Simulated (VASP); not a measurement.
Input of a VASP 6.6.1 run:

File INCAR:

```
ALGO = Normal
DIPOL = 0.5 0.5 0.500
EDIFF = 1E-6
EDIFFG = -0.02
ENCUT = 520
GGA = PE
IBRION = 2
IDIPOL = 3
ISIF = 2
ISMEAR = 0
IVDW = 12
LASPH = T
LCHARG = F
LDIPOL = T
LREAL = F
LWAVE = F
NELM = 80
NSW = 80
PREC = Accurate
SIGMA = 0.05
```

File KPOINTS:

```
k-points
0
Gamma
  12 12 1
```

POSCAR

```
BN
1.0
    2.5064254169      0.0000000000      0.0000000000
   -1.2532127085      2.1706280837      0.0000000000
    0.0000000000      0.0000000000     21.6141240277
B N
3 3
Direct
    0.3333333333      0.6666666667      0.3469953254
    0.6666666667      0.3333333333      0.5000000000
    0.3333333333      0.6666666667      0.6530046746
    0.6666666667      0.3333333333      0.3469953254
    0.3333333333      0.6666666667      0.5000000000
    0.6666666667      0.3333333333      0.6530046746
```

Potentials or basis: VASP PAW PBE potentials, release 64 (B, N).

Run with:

```bash
$ cat potpaw_PBE.64/B/POTCAR potpaw_PBE.64/N/POTCAR > POTCAR
$ mpirun -np 1 vasp_std > vasp.out
```

Q: Estimate the dispersion energy per atom.

A: -0.118 eV.

Q: Predict the energy gained by relaxing.

A: 0.0 meV/atom.

Q: What does it give for the band gap on the k mesh?

A: 4.35 eV, indirect (least direct gap 4.66 eV).

Final structure:
```
B N
1.0
     2.50643    0.00000    0.00000
    -1.25321    2.17063    0.00000
     0.00000    0.00000   21.61412
B N
3 3
Direct
  0.33333 0.66667 0.34704
  0.66667 0.33333 0.50000
  0.33333 0.66667 0.65296
  0.66667 0.33333 0.34693
  0.33333 0.66667 0.50000
  0.66667 0.33333 0.65307
```
